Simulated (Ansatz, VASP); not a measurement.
## Rh: VASP beside Ansatz

File POSCAR:

```
Rh
1.0
    0.0000000000      1.9372158723      1.9372158723
    1.9372158723      0.0000000000      1.9372158723
    1.9372158723      1.9372158723      0.0000000000
Rh
1
Direct
    0.0000000000      0.0000000000      0.0000000000
```

INCAR.step1

```
ALGO     = Normal         # electronic algorithm
EDIFF    = 1E-4           # SCF threshold, eV
ENCUT    = 520            # plane-wave cutoff, eV
GGA      = PE             # functional
ISMEAR   = 0              # smearing method
LASPH    = True           # aspherical terms in the spheres
LCHARG   = False          # write CHGCAR
LREAL    = False          # projectors in reciprocal space
LWAVE    = True           # write WAVECAR
NBANDS   = 14             # bands
NELM     = 100            # most SCF steps
PREC     = Accurate       # precision mode
SIGMA    = 0.1            # smearing width, eV
```

Contents of INCAR.step2:

```
ALGO     = Normal         # electronic algorithm
EDIFF    = 1E-6           # SCF threshold, eV
ENCUT    = 520            # plane-wave cutoff, eV
ISIF     = 2              # what is computed and relaxed
ISMEAR   = 0              # smearing method
ISTART   = 1            
LASPH    = True           # aspherical terms in the spheres
LCHARG   = False          # write CHGCAR
LMIXTAU  = True         
LREAL    = False          # projectors in reciprocal space
LWAVE    = False          # write WAVECAR
METAGGA  = R2SCAN         # meta-GGA
NBANDS   = 14             # bands
NELM     = 100            # most SCF steps
PREC     = Accurate       # precision mode
SIGMA    = 0.1            # smearing width, eV
```

File KPOINTS:

```
k-points
0
Gamma
  18 18 18
```

Input for Ansatz:

```yaml
crystal:
  lattice:
    - [0.0, 1.9372158723, 1.9372158723]
    - [1.9372158723, 0.0, 1.9372158723]
    - [1.9372158723, 1.9372158723, 0.0]
  atoms:
    - { symbol: Rh, position: [0.0, 0.0, 0.0] }
basis:
  ecutwfc: 500
kpoints:
  mp_grid: { grid: [18, 18, 18] }
hamiltonian:
  xc: r2scan
scf:
  occupations: { method: gaussian, width: 0.1 }
output:
  forces: true
  stress: true
  eigenvalues: true
```

Alike in both runs: task single point; functional r2SCAN; k mesh 18 × 18 × 18; occupations gaussian, width 0.1 eV; no spin polarisation.

|  | VASP | Ansatz |
| --- | --- | --- |
| version | VASP 6.6.1 | Ansatz 0.2.0 |
| potentials or method | VASP PAW PBE potentials, release 64 (Rh_pv), cutoff 520 eV | scalar-relativistic, plane waves, PAW |
| valence electrons in the cell | 15 | 17 |

Ansatz gave:

| Quantity | Value |
| --- | --- |
| gap on the k mesh at the Fermi level (eV) | none |
| pressure (GPa) | -14.1 |

Q: Which values does VASP return?

A: gap on the k mesh at the Fermi level (eV): none; pressure (GPa): -13.3.

VASP's potentials were made for PBE, not for r2SCAN. A gap of «none» marks a metal or a gap that the smearing closes. VASP's potentials hold 15 valence electrons a cell and Ansatz's 17, so a difference there can come from the potentials and not from the codes.
